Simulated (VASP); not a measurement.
# LiH in VASP: a series of runs

LiH is run at these levels: HSE06; tasks: single point.

All numbers are computed with VASP 6.6.1; they aren't measurements. Logs are shortened: lines on timing, memory, paths and dates and some standing lists are left out, and cuts for length are marked.

## (1) The cell of the first run

The structure is cubic, space group Pm-3m (No. 221). The conventional cell has a = 2.624 Å, b = 2.624 Å, c = 2.624 Å, α = 90.00°, β = 90.00°, γ = 90.00°. Li (site symmetry m-3m) has 8 H at 2.27 Å and 6 Li at 2.62 Å within 3.0 Å. Within 3.0 Å of H (site symmetry m-3m) lie 8 Li at 2.27 Å and 6 H at 2.62 Å.

## (2) Single point, HSE06 (strain +4.9%)

Input file POSCAR:

```
LiH
1.0
    2.6239898222      0.0000000000      0.0000000000
    0.0000000000      2.6239898222      0.0000000000
    0.0000000000      0.0000000000      2.6239898222
Li H
1 1
Direct
    0.0000000000      0.0000000000      0.0000000000
    0.5000000000      0.5000000000      0.5000000000
```

Input file INCAR.step1:

```
SYSTEM = LiH
PREC = Accurate
ENCUT = 520
EDIFF = 1E-5
ISMEAR = 0
SIGMA = 0.01
LREAL = .False.
LASPH = .True.
NELM = 60
ALGO = Normal
ISIF = 2
LWAVE = .True.
LCHARG = .False.
GGA = PE
NBANDS = 9
```

Input file INCAR.step2:

```
SYSTEM = LiH
PREC = Accurate
ENCUT = 520
EDIFF = 1E-6
ISMEAR = 0
SIGMA = 0.01
LREAL = .False.
LASPH = .True.
NELM = 60
ALGO = Normal
ISIF = 2
LWAVE = .False.
LCHARG = .False.
GGA = PE
LHFCALC = .True.
HFSCREEN = 0.2079
PRECFOCK = Normal
ISTART = 1
NBANDS = 9
```

Input file KPOINTS:

```
regular mesh
0
Gamma
  8 8 8
  0 0 0
```

Potentials or basis: VASP PAW PBE potentials, release 64 (Li_sv, H).

Launch:

```console
$ cat potpaw_PBE.64/Li_sv/POTCAR potpaw_PBE.64/H/POTCAR > POTCAR
$ cp INCAR.step1 INCAR
$ mpirun -np 1 vasp_std > vasp.out
$ cp INCAR.step2 INCAR
$ mpirun -np 1 vasp_std > vasp.out
```

OUTCAR:

```text
SYSTEM = LiH
   PREC = Accurate
   ENCUT = 520
   EDIFF = 1E-6
   ISMEAR = 0
   LREAL = .False.
   LASPH = .True.
   NELM = 60
   ISIF = 2
   GGA = PE
   LHFCALC = .True.
   HFSCREEN = 0.2079
   PRECFOCK = Normal
   ISTART = 1

 ion  position               nearest neighbor table
   1  0.000  0.000  0.000-
   2  0.500  0.500  0.500-

  LATTYP: Found a simple cubic cell.
 ALAT       =     2.6239898222

  Lattice vectors:

 A1 = (   2.6239898222,   0.0000000000,   0.0000000000)
 A2 = (   0.0000000000,   2.6239898222,   0.0000000000)
 A3 = (   0.0000000000,   0.0000000000,   2.6239898222)

Analysis of symmetry for initial positions (statically):
=====================================================================
 Subroutine PRICEL returns:
 Original cell was already a primitive cell.

 Routine SETGRP: Setting up the symmetry group for a
 simple cubic supercell.

 Subroutine GETGRP returns: Found 48 space group operations
 (whereof 48 operations were pure point group operations)
 out of a pool of 48 trial point group operations.

The static configuration has the point symmetry O_h .

Analysis of symmetry for dynamics (positions and initial velocities):
=====================================================================
 Subroutine PRICEL returns:
 Original cell was already a primitive cell.

 Routine SETGRP: Setting up the symmetry group for a
 simple cubic supercell.

 Subroutine GETGRP returns: Found 48 space group operations
 (whereof 48 operations were pure point group operations)
 out of a pool of 48 trial point group operations.

The dynamic configuration has the point symmetry O_h .

 Subroutine INISYM returns: Found 48 space group operations
 (whereof 48 operations are pure point group operations),
 and found     1 'primitive' translations

----------------------------------------------------------------------------------------

                                     Primitive cell

  volume of cell :      18.0670

  direct lattice vectors                    reciprocal lattice vectors
     2.623989822  0.000000000  0.000000000     0.381099039  0.000000000  0.000000000
     0.000000000  2.623989822  0.000000000     0.000000000  0.381099039  0.000000000
     0.000000000  0.000000000  2.623989822     0.000000000  0.000000000  0.381099039

  length of vectors
     2.623989822  2.623989822  2.623989822     0.381099039  0.381099039  0.381099039

  position of ions in fractional coordinates (direct lattice)
     0.000000000  0.000000000  0.000000000
     0.500000000  0.500000000  0.500000000
[... 87 lines left out ...]
   PSTRESS=    0.0 pullay stress
   NELECT =       4.0000    total number of electrons
   NUPDOWN=      -1.0000    fix difference up-down
   EMIN   =  10.00;   EMAX   =-10.00  energy-range for DOS
   EFERMI =   0.00;   METHOD = LEGACY
   ISMEAR =     0;   SIGMA  =   0.01  broadening in eV -4-tet -1-fermi 0-gaus
   EFERMI_NEDOS =   21; number of points for ismear=-14 and -15
   IALGO  =     38    algorithm
   IMIX   =      1    mixing-type and parameters
     AMIX     =   0.40;   BMIX     =  1.00
     AMIX_MAG =   1.60;   BMIX_MAG =  1.00
  volume/ion in A,a.u.               =       9.03        60.96
  Fermi-wavevector in a.u.,A,eV,Ry     =   0.990374  1.871536 13.345155  0.980841
  Thomas-Fermi vector in A             =   2.122040
   LORBIT       =      0    0 simple, 1 ext, 2 COOP (PROOUT), +10 PAW based schemes
   GGA     = PE    functional components
   LHFCALC =     T    Hartree Fock is set to
   PRECFOCK=normal    Normal, Fast or Accurate (Low or Medium for compatibility)
   ENCUT4O =  -1.0   cutoff for four orbital integrals eV
   NKREDX  =     1    reduce k-point grid by
   NKREDY  =     1    reduce k-point grid by
   NKREDZ  =     1    reduce k-point grid by
   AEXX    =    0.2500 exact exchange contribution
   HFSCREEN=    0.2079 screening length (either q_TF or 0.3 A-1)
   HFSCREENC=   0.2079 screening length for correlation (either q_TF or 0.3 A-1)
   ENCUTFOCK=  -1.0 apply spherical cutoff to Coloumb kernel
   IVDW    =     0    specifies the selected vdW correction
   LEPSILON=     F    determine dielectric tensor
   LRPA    =     F    only Hartree local field effects (RPA)
 non-spin polarized calculation
 Gauss-broadening in eV      SIGMA  =   0.01
  energy-cutoff  :      520.00
  volume of cell :       18.07
 maximum number of plane-waves:       500
 NGX is ok and might be reduce to    20
  NGX = 16; NGY = 16; NGZ = 16

 number of electron       3.9999990 magnetization

 Free energy of the ion-electron system (eV)
  ---------------------------------------------------
  ext. energy  EPLUGINS =         0.00000000
  ---------------------------------------------------
  free energy    TOTEN  =        -6.26427605 eV

  energy without entropy =       -6.26427605  energy(sigma->0) =       -6.26427605

 E-fermi :   2.3413     XC(G=0):  -6.8842

 val. band max:        2.1720221827   @ k =   0.5000   0.5000   0.5000
 cond. band min:       3.6290214380   @ k =   0.5000   0.0000   0.0000
 fundamental gap:      1.4569992554
 Fermi energy:         2.3413220948

 k-point     1 :       0.0000    0.0000    0.0000
  band No.  band energies     occupation
      1     -49.0439      2.00000
      2      -6.6173      2.00000
      3      14.5210      0.00000
      4      14.5210      0.00000
      5      14.5210      0.00000
      6      14.6999      0.00000
      7      17.4019      0.00000
      8      17.4019      0.00000
      9      32.7065      0.00000
[... 265 lines left out ...]
 k-point    24 :       0.5000    0.3750    0.1250
  band No.  band energies     occupation
      1     -48.9803      2.00000
      2      -1.0702      2.00000
      3       4.8277      0.00000
      4       6.5793      0.00000
      5      11.7003      0.00000
      6      18.2456      0.00000
      7      20.3407      0.00000
      8      23.5102      0.00000
      9      23.8697      0.00000

 [... further k-points ...]
[... 5 lines left out ...]
  --------------------------------------------------------------------------------------
  -------------------------------------------------------------------------------------
  Total       -0.5058605     -0.5058605     -0.5058605      0.0000000     -0.0000000      0.0000000
  in kB      -44.8595468    -44.8595468    -44.8595468      0.0000000     -0.0000000      0.0000000
  external PRESSURE =     -44.8595468 kB  Pullay stress =       0.0000000 kB

 VOLUME and BASIS-vectors are now :
 -----------------------------------------------------------------------------
  energy-cutoff  :      520.00
  volume of cell :       18.07
      direct lattice vectors                 reciprocal lattice vectors
     2.623989822  0.000000000  0.000000000     0.381099039  0.000000000  0.000000000
     0.000000000  2.623989822  0.000000000     0.000000000  0.381099039  0.000000000
     0.000000000  0.000000000  2.623989822     0.000000000  0.000000000  0.381099039

 POSITION                                       TOTAL-FORCE (eV/Angst)
 -----------------------------------------------------------------------------------
      0.00000      0.00000      0.00000         0.000000      0.000000      0.000000
      1.31199      1.31199      1.31199         0.000000      0.000000      0.000000
 -----------------------------------------------------------------------------------
    total drift:                               -0.000000      0.000000      0.000000

  FREE ENERGIE OF THE ION-ELECTRON SYSTEM (eV)
  ---------------------------------------------------
  free  energy   TOTEN  =        -6.2642760491 eV

  energy  without entropy=       -6.2642760491  energy(sigma->0) =       -6.26427605
```

Wall time 2.7 min (1 thread of Intel Xeon Platinum 8375C at 2.90GHz (Ice Lake), shared host); peak memory 0.23 GiB.

Results:

- Free energy: -6.2643 eV
- Band gap on the k mesh: 1.46 eV (least direct gap 5.12 eV)

Levels at points of the mesh, in eV from the valence-band top:
| k point | band 1 | band 2 | band 3 | band 4 | band 5 |
| --- | --- | --- | --- | --- | --- |
| (0.00, 0.00, 0.00) | -51.22 | -8.79 | 12.35 | 12.35 | 12.35 |
| (0.50, 0.00, 0.00) | -51.18 | -6.33 | 1.46 | 11.75 | 16.25 |
| (0.50, 0.50, 0.00) | -51.15 | -2.56 | 2.56 | 2.56 | 9.28 |
| (0.50, 0.50, 0.50) | -51.13 | 0.00 | 7.18 | 7.18 | 7.18 |

Caveat: the cell differs from its parent crystal (strain +4.9%); the cutoff is under 1.25 times the usual one of these potentials, so pressure, stress and relaxed cells hold a basis-set (Pulay) error; the structure was generated, so it needn't be the stable form of LiH; the PAW data sets were made with another functional, which shifts forces and pressure a little.

## (3) Single point, HSE06 (epitaxial 111 strain +1.2%)

Input file POSCAR:

```
LiH
1.0
    2.4770045394     -0.0554245740     -0.0554245740
   -0.0554245740      2.4770045394     -0.0554245740
   -0.0554245740     -0.0554245740      2.4770045394
Li H
1 1
Direct
    0.0000000000      0.0000000000      0.0000000000
    0.5000000000      0.5000000000      0.5000000000
```

Input file INCAR.step1:

```
SYSTEM = LiH
  PREC = Accurate
  ENCUT = 520
  EDIFF = 1E-5
  ISMEAR = 0
  SIGMA = 0.01
  LREAL = .False.
  LASPH = .True.
  NELM = 60
  ALGO = Normal
  ISIF = 2
  LWAVE = .True.
  LCHARG = .False.
  GGA = PE
  NBANDS = 9
```

Input file INCAR.step2:

```
SYSTEM = LiH
  PREC = Accurate
  ENCUT = 520
  EDIFF = 1E-6
  ISMEAR = 0
  SIGMA = 0.01
  LREAL = .False.
  LASPH = .True.
  NELM = 60
  ALGO = Normal
  ISIF = 2
  LWAVE = .False.
  LCHARG = .False.
  GGA = PE
  LHFCALC = .True.
  HFSCREEN = 0.2079
  PRECFOCK = Normal
  ISTART = 1
  NBANDS = 9
```

Input file KPOINTS:

```
Automatic mesh
0
Gamma
  8 8 8
  0 0 0
```

Potentials or basis: VASP PAW PBE potentials, release 64 (Li_sv, H).

Launch:

```console
$ cat potpaw_PBE.64/Li_sv/POTCAR potpaw_PBE.64/H/POTCAR > POTCAR
$ cp INCAR.step1 INCAR
$ mpirun -np 1 vasp_std > vasp.out
$ cp INCAR.step2 INCAR
$ mpirun -np 1 vasp_std > vasp.out
```

OUTCAR:

```text
SYSTEM = LiH
   PREC = Accurate
   ENCUT = 520
   EDIFF = 1E-6
   ISMEAR = 0
   LREAL = .False.
   LASPH = .True.
   NELM = 60
   ISIF = 2
   GGA = PE
   LHFCALC = .True.
   HFSCREEN = 0.2079
   PRECFOCK = Normal
   ISTART = 1

 ion  position               nearest neighbor table
   1  0.000  0.000  0.000-
   2  0.500  0.500  0.500-

  LATTYP: Found a trigonal (rhomboedric) cell.
 ALAT       =     2.4782443897
 COS(alpha) =    -0.0442063548

  Lattice vectors:

 A1 = (   2.4770045394,  -0.0554245740,  -0.0554245740)
 A2 = (  -0.0554245740,   2.4770045394,  -0.0554245740)
 A3 = (  -0.0554245740,  -0.0554245740,   2.4770045394)

Analysis of symmetry for initial positions (statically):
=====================================================================
 Subroutine PRICEL returns:
 Original cell was already a primitive cell.

 Routine SETGRP: Setting up the symmetry group for a
 trigonal (rhombohedral) supercell.

 Subroutine GETGRP returns: Found 12 space group operations
 (whereof 12 operations were pure point group operations)
 out of a pool of 12 trial point group operations.

The static configuration has the point symmetry D_3d.

Analysis of symmetry for dynamics (positions and initial velocities):
=====================================================================
 Subroutine PRICEL returns:
 Original cell was already a primitive cell.

 Routine SETGRP: Setting up the symmetry group for a
 trigonal (rhombohedral) supercell.

 Subroutine GETGRP returns: Found 12 space group operations
 (whereof 12 operations were pure point group operations)
 out of a pool of 12 trial point group operations.

The dynamic configuration has the point symmetry D_3d.

 Subroutine INISYM returns: Found 12 space group operations
 (whereof 12 operations are pure point group operations),
 and found     1 'primitive' translations

----------------------------------------------------------------------------------------

                                     Primitive cell

  volume of cell :      15.1746

  direct lattice vectors                    reciprocal lattice vectors
     2.477004539 -0.055424574 -0.055424574     0.404127361  0.009249576  0.009249576
    -0.055424574  2.477004539 -0.055424574     0.009249576  0.404127361  0.009249576
    -0.055424574 -0.055424574  2.477004539     0.009249576  0.009249576  0.404127361

  length of vectors
     2.478244390  2.478244390  2.478244390     0.404339008  0.404339008  0.404339008

  position of ions in fractional coordinates (direct lattice)
     0.000000000  0.000000000  0.000000000
     0.500000000  0.500000000  0.500000000

  ion indices of the primitive-cell ions
   primitive index   ion index
                 1           1
                 2           2

----------------------------------------------------------------------------------------

 KPOINTS: Automatic mesh

Automatic generation of k-mesh.
 Grid dimensions read from file:
 generate k-points for:    8    8    8

[... 22 lines left out ...]
  0.250000  0.000000  0.000000      6.000000
  0.375000  0.000000  0.000000      6.000000
  0.500000  0.000000  0.000000      3.000000
  0.125000  0.125000  0.000000      6.000000
[... 16 lines left out ...]
  0.250000  0.125000  0.125000      6.000000
  0.375000  0.125000  0.125000      6.000000
 [... further k-points ...]
   k-points           NKPTS =     65   k-points in BZ     NKDIM =    512   number of bands    NBANDS=      9
   number of dos      NEDOS =    301   number of ions     NIONS =      2
   total plane-waves  NPLWV =   5832
   dimension x,y,z NGX =    18 NGY =   18 NGZ =   18
   dimension x,y,z NGXF=    36 NGYF=   36 NGZF=   36
   ions per type =               1   1
   NGX,Y,Z   is equivalent  to a cutoff of  12.07, 12.07, 12.07 a.u.
   NGXF,Y,Z  is equivalent  to a cutoff of  24.15, 24.15, 24.15 a.u.
 SYSTEM =  LiH
   PREC   = accura    normal or accurate (medium, high low for compatibility)
   ISTART =      1    job   : 0-new  1-cont  2-samecut
   ICHARG =      0    charge: 1-file 2-atom 10-const
   ISPIN  =      1    spin polarized calculation?
   LNONCOLLINEAR =      F non collinear calculations
   LSORBIT =      F    spin-orbit coupling
   LASPH  =      T    aspherical Exc in radial PAW
   ENCUT  =  520.0 eV  38.22 Ry    6.18 a.u.   4.61  4.61  4.61*2*pi/ulx,y,z
   NELM   =     60;   NELMIN=  2; NELMDL=  0     # of ELM steps
   EDIFF  = 0.1E-05   stopping-criterion for ELM
   LREAL  =      F    real-space projection
   EDIFFG = 0.1E-04   stopping-criterion for IOM
   NSW    =      0    number of steps for IOM
   IBRION =     -1    ionic relax: 0-MD 1-quasi-New 2-CG
   NFREE  =      0    steps in history (QN), initial steepest desc. (CG)
   ISIF   =      2    stress and relaxation
   ISYM   =      3    0-nonsym 1-usesym 2-fastsym
   POTIM  = 0.5000    time-step for ionic-motion
   TEBEG  =    0.0;   TEEND  =   0.0 temperature during run
   PSTRESS=    0.0 pullay stress
   NELECT =       4.0000    total number of electrons
   NUPDOWN=      -1.0000    fix difference up-down
   EMIN   =  10.00;   EMAX   =-10.00  energy-range for DOS
   EFERMI =   0.00;   METHOD = LEGACY
   ISMEAR =     0;   SIGMA  =   0.01  broadening in eV -4-tet -1-fermi 0-gaus
   EFERMI_NEDOS =   21; number of points for ismear=-14 and -15
   IALGO  =     38    algorithm
   IMIX   =      1    mixing-type and parameters
     AMIX     =   0.40;   BMIX     =  1.00
     AMIX_MAG =   1.60;   BMIX_MAG =  1.00
  volume/ion in A,a.u.               =       7.59        51.20
  Fermi-wavevector in a.u.,A,eV,Ry     =   1.049677  1.983601 14.991186  1.101821
  Thomas-Fermi vector in A             =   2.184649
   LORBIT       =      0    0 simple, 1 ext, 2 COOP (PROOUT), +10 PAW based schemes
   GGA     = PE    functional components
   LHFCALC =     T    Hartree Fock is set to
   PRECFOCK=normal    Normal, Fast or Accurate (Low or Medium for compatibility)
   ENCUT4O =  -1.0   cutoff for four orbital integrals eV
   NKREDX  =     1    reduce k-point grid by
   NKREDY  =     1    reduce k-point grid by
   NKREDZ  =     1    reduce k-point grid by
   AEXX    =    0.2500 exact exchange contribution
   HFSCREEN=    0.2079 screening length (either q_TF or 0.3 A-1)
   HFSCREENC=   0.2079 screening length for correlation (either q_TF or 0.3 A-1)
   ENCUTFOCK=  -1.0 apply spherical cutoff to Coloumb kernel
   IVDW    =     0    specifies the selected vdW correction
   LEPSILON=     F    determine dielectric tensor
   LRPA    =     F    only Hartree local field effects (RPA)
 non-spin polarized calculation
 Gauss-broadening in eV      SIGMA  =   0.01
  energy-cutoff  :      520.00
  volume of cell :       15.17
 maximum number of plane-waves:       419
  NGX = 14; NGY = 14; NGZ = 14

 number of electron       4.0000019 magnetization

 Free energy of the ion-electron system (eV)
  ---------------------------------------------------
  ext. energy  EPLUGINS =         0.00000000
  ---------------------------------------------------
  free energy    TOTEN  =        -6.30573896 eV

  energy without entropy =       -6.30573896  energy(sigma->0) =       -6.30573896

 E-fermi :   3.5309     XC(G=0):  -7.3135

 val. band max:        3.2957653289   @ k =   0.5000   0.5000   0.5000
 cond. band min:       4.8647283925   @ k =   0.5000   0.0000   0.0000
 fundamental gap:      1.5689630636
 Fermi energy:         3.5309044700

 k-point     1 :       0.0000    0.0000    0.0000
  band No.  band energies     occupation
      1     -48.0937      2.00000
      2      -6.6005      2.00000
      3      16.4471      0.00000
      4      16.9585      0.00000
      5      16.9585      0.00000
      6      17.8780      0.00000
      7      19.8935      0.00000
      8      19.8935      0.00000
      9      35.9997      0.00000
[... 265 lines left out ...]
 k-point    24 :       0.3750    0.1250    0.1250
  band No.  band energies     occupation
      1     -48.0227      2.00000
      2      -3.7640      2.00000
      3       6.1655      0.00000
      4      13.7591      0.00000
      5      15.3238      0.00000
      6      21.9327      0.00000
      7      23.5363      0.00000
      8      29.4429      0.00000
      9      30.0196      0.00000

 [... further k-points ...]
[... 5 lines left out ...]
  --------------------------------------------------------------------------------------
  -------------------------------------------------------------------------------------
  Total        0.0763109      0.0763109      0.0763109     -0.0658303     -0.0658303     -0.0658303
  in kB        8.0571058      8.0571058      8.0571058     -6.9505439     -6.9505439     -6.9505439
  external PRESSURE =       8.0571058 kB  Pullay stress =       0.0000000 kB

 VOLUME and BASIS-vectors are now :
 -----------------------------------------------------------------------------
  energy-cutoff  :      520.00
  volume of cell :       15.17
      direct lattice vectors                 reciprocal lattice vectors
     2.477004539 -0.055424574 -0.055424574     0.404127361  0.009249576  0.009249576
    -0.055424574  2.477004539 -0.055424574     0.009249576  0.404127361  0.009249576
    -0.055424574 -0.055424574  2.477004539     0.009249576  0.009249576  0.404127361

 POSITION                                       TOTAL-FORCE (eV/Angst)
 -----------------------------------------------------------------------------------
      0.00000      0.00000      0.00000         0.000000      0.000000      0.000000
      1.18308      1.18308      1.18308        -0.000000     -0.000000     -0.000000
 -----------------------------------------------------------------------------------
    total drift:                               -0.000000      0.000000     -0.000000

  FREE ENERGIE OF THE ION-ELECTRON SYSTEM (eV)
  ---------------------------------------------------
  free  energy   TOTEN  =        -6.3057389631 eV

  energy  without entropy=       -6.3057389631  energy(sigma->0) =       -6.30573896
```

Run time: 3.9 min. Hardware: 1 thread of Intel Xeon Platinum 8375C at 2.90GHz (Ice Lake), shared host; peak memory 0.23 GiB.

What came out:

```yaml
Free_energy: -6.3057 eV
Band_gap_on_the_k_mesh: 1.57 eV (least direct gap 4.86 eV)
```

Caveat: the cell differs from its parent crystal (epitaxial 111 strain +1.2%); the cutoff is under 1.25 times the usual one of these potentials, so pressure, stress and relaxed cells hold a basis-set (Pulay) error; the structure was generated, so it needn't be the stable form of LiH; the PAW data sets were made with another functional, which shifts forces and pressure a little. A k mesh can miss the band edges.
